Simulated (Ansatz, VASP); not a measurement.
**Two plane-wave programs on GeOs2**

```
Ge Os
1.0
     4.34616    0.00000    0.00000
    -2.17308    3.76388    0.00000
     0.00000    0.00000    2.82418
Ge Os
1 2
Direct
  0.00000 0.00000 0.00000
  0.33333 0.66667 0.50000
  0.66667 0.33333 0.50000
```

Alike in both runs: task relaxation of cell and atoms; functional PBE; k mesh 6 × 6 × 6; occupations gaussian, width 0.1 eV; no spin polarisation.

|  | VASP | Ansatz |
| --- | --- | --- |
| version | VASP 6.6.1 | Ansatz 0.2.0 |
| potentials or method | VASP PAW PBE potentials, release 64 (Ge_d, Os), cutoff 600 eV | scalar-relativistic, plane waves, PAW |
| valence electrons in the cell | 30 | 46 |

```tsv
	VASP	Ansatz	Ansatz less VASP
gap on the k mesh at the Fermi level, each at its own relaxed structure (eV)	none	none	-
relaxed volume (Å³/atom)	15.61	15.59	-0.016
relaxed cell length with the largest relative difference (Å)	2.884	2.877	-0.0065
```

A gap of «none» marks a metal or a gap that the smearing closes. VASP's potentials hold 30 valence electrons a cell and Ansatz's 46, so a difference there can come from the potentials and not from the codes.

The k mesh is coarse, so the values compare programs but aren't converged. Neither program's run includes spin-orbit coupling.
